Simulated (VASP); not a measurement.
Wanted: the native input for a VASP 6.6.1 run.

```
Task                   : single point
Functional             : LDA
Potentials or basis    : VASP PAW LDA potentials, release 64 (Li_sv, H)
Cutoff                 : 520 eV
k mesh                 : 11 × 11 × 11
Occupations            : fermi-dirac, width 0.03 eV
Spin                   : no spin polarisation
Dipole correction      : no
Further INCAR settings : ALGO = Normal; EDIFF = 1e-07; NBANDS = 9
```

The structure of LiH lies in POSCAR:

```
LiH
1.0
    0.0000000000      1.9910087660      1.9910087660
    1.9910087660      0.0000000000      1.9910087660
    1.9910087660      1.9910087660      0.0000000000
Li H
1 1
Direct
    0.0000000000      0.0000000000      0.0000000000
    0.5000000000      0.5000000000      0.5000000000
```

This cell differs from its parent crystal: volume scaled by 0.94.

One way to write it, as run:

INCAR

```
  ALGO = Normal
  EDIFF = 1E-7
  ENCUT = 520
  GGA = CA
  ISIF = 2
  ISMEAR = -1
  LASPH = True
  LCHARG = False
  LREAL = False
  LWAVE = False
  NBANDS = 9
  NELM = 60
  PREC = Accurate
  SIGMA = 0.03
```

KPOINTS

```
k-points
0
Gamma
  11 11 11
```

Potentials or basis: VASP PAW LDA potentials, release 64 (Li_sv, H).

Command:

```sh
$ cat potpaw_LDA.64/Li_sv/POTCAR potpaw_LDA.64/H/POTCAR > POTCAR
$ mpirun -np 1 vasp_std > vasp.out
```

Results of the run:

| Item | Value |
| --- | --- |
| Band gap on the k mesh | 2.79 eV, direct |

Wall time 17 s on 1 thread of AMD EPYC 7R13, on a shared host, peak memory 0.09 GiB.
